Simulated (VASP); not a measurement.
Write the native input for VASP 6.6.1 that does the following.

- Task: single point
- Functional: PBEsol-based screened hybrid
- Potentials or basis: VASP PAW PBE potentials, release 64 (Al, N)
- Cutoff: 520 eV
- k mesh: 6 × 6 × 6
- Occupations: fermi-dirac, width 0.05 eV
- Spin: no spin polarisation
- Dipole correction: no
- Grid for exact exchange (PRECFOCK): Normal
- Share of exact exchange: 0.25
- Further INCAR settings: ALGO = Normal; EDIFF = 1e-06; NBANDS = 11
- Screening parameter: 0.207 1/Å

AlN:

```
Al N
1.0
     0.00000    2.00701    2.00701
     2.00701    0.00000    2.00701
     2.00701    2.00701    0.00000
Al N
1 1
Direct
  0.50000 0.50000 0.50000
  0.00000 0.00000 0.00000
```

One way to write it, as run:

POSCAR

```
AlN
1.0
    0.0000000000      2.0070052915      2.0070052915
    2.0070052915      0.0000000000      2.0070052915
    2.0070052915      2.0070052915      0.0000000000
Al N
1 1
Direct
    0.5000000000      0.5000000000      0.5000000000
    0.0000000000      0.0000000000      0.0000000000
```

INCAR.step1

```
ALGO = Normal
EDIFF = 1E-5
ENCUT = 520
GGA = PE
ISIF = 2
ISMEAR = -1
LASPH = T
LREAL = F
LWAVE = T
NBANDS = 11
NELM = 80
PREC = Accurate
SIGMA = 0.05
```

INCAR.step2

```
AEXX = 0.25
ALGO = Normal
EDIFF = 1E-6
ENCUT = 520
GGA = PS
HFSCREEN = 0.207
ISIF = 2
ISMEAR = -1
ISTART = 1
LASPH = T
LCHARG = T
LELF = T
LHFCALC = T
LREAL = F
LVHAR = T
LWAVE = F
NBANDS = 11
NELM = 80
PREC = Accurate
PRECFOCK = Normal
SIGMA = 0.05
```

KPOINTS

```
k-points
0
Gamma
  6 6 6
```

Potentials or basis: VASP PAW PBE potentials, release 64 (Al, N).

Command:

```bash
$ cat potpaw_PBE.64/Al/POTCAR potpaw_PBE.64/N/POTCAR > POTCAR
$ cp INCAR.step1 INCAR
$ mpirun -np 1 vasp_std > vasp.out
$ cp INCAR.step2 INCAR
$ mpirun -np 1 vasp_std > vasp.out
```

It gave:

```json
{"Pressure": "0.3 GPa", "Band gap on the k mesh": "6.17 eV, indirect (least direct gap 7.55 eV)"}
```

Caveat: the k points lie up to 0.45 Å⁻¹ apart; the PAW data sets were made with another functional, which shifts forces and pressure a little.

Wall time 99 s on 1 thread of Intel(R) Xeon(R) Platinum 8488C (Sapphire Rapids) (shared host), peak memory 0.24 GiB.
